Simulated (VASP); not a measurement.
Write the native input for VASP 6.6.1 that does the following.

- Task: single point
- Functional: LDA
- Potentials or basis: VASP PAW LDA potentials, release 64 (Ca_sv, F)
- Cutoff: 600 eV
- k mesh: 6 × 6 × 6
- Occupations: gaussian, width 0.01 eV
- Spin: no spin polarisation
- Dipole correction: no
- Further INCAR settings: ALGO = Normal; EDIFF = 1e-06; NBANDS = 19

The structure of CaF2 (Fluorite) lies in POSCAR:

```
CaF2
1.0
    0.0000000000      2.6815592374      2.6815592374
    2.6815592374      0.0000000000      2.6815592374
    2.6815592374      2.6815592374      0.0000000000
Ca F
1 2
Direct
    0.0000000000      0.0000000000      0.0000000000
    0.2500000000      0.2500000000      0.2500000000
    0.7500000000      0.7500000000      0.7500000000
```

These files were run (other wordings do the same):

INCAR

```
PREC = Accurate ; ENCUT = 600
EDIFF = 1E-6 ; ISMEAR = 0
SIGMA = 0.01 ; LREAL = False
LASPH = True ; NELM = 120
ALGO = Normal ; ISIF = 2
LWAVE = False ; LCHARG = False
GGA = CA ; NBANDS = 19
GGA_COMPAT = False
```

KPOINTS

```
regular mesh
0
Gamma
  6 6 6
```

Potentials or basis: VASP PAW LDA potentials, release 64 (Ca_sv, F).

The run is started by

```console
$ cat potpaw_LDA.64/Ca_sv/POTCAR potpaw_LDA.64/F/POTCAR > POTCAR
$ mpirun -np 1 vasp_std > vasp.out
```

It gave:

```json
{
  "Pressure": "-1.6 GPa",
  "Band gap on the k mesh": "7.23 eV, indirect (least direct gap 7.50 eV)"
}
```

It took 18 s on 1 thread of Intel Xeon 8259CL, on a shared host, peak memory 0.15 GiB.
